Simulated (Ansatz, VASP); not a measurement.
# Zn in VASP and in Ansatz

```
Zn
1.0
     2.67000    0.00000    0.00000
    -1.33500    2.31229    0.00000
     0.00000    0.00000    4.96600
Zn
2
Direct
  0.33333 0.66667 0.25000
  0.66667 0.33333 0.75000
```

Alike in both runs: task relaxation of cell and atoms; functional PBE; k mesh 27 × 27 × 12; occupations gaussian, width 0.03 eV; no spin polarisation.

|  | VASP | Ansatz |
| --- | --- | --- |
| version | VASP 6.6.1 | Ansatz 0.2.0 |
| potentials or method | VASP PAW PBE potentials, release 64 (Zn), cutoff 500 eV | scalar-relativistic, plane waves, PAW |
| valence electrons in the cell | 24 | 24 |

```csv
,VASP,Ansatz,Ansatz less VASP
"gap on the k mesh at the Fermi level, each at its own relaxed structure (eV)",none,none,-
relaxed volume (Å³/atom),15.29,15.23,-0.056
relaxed length of the cell vector where the two differ most in proportion (Å),2.650,2.645,-0.0048
```

A gap of «none» marks a metal or a gap that the smearing closes.
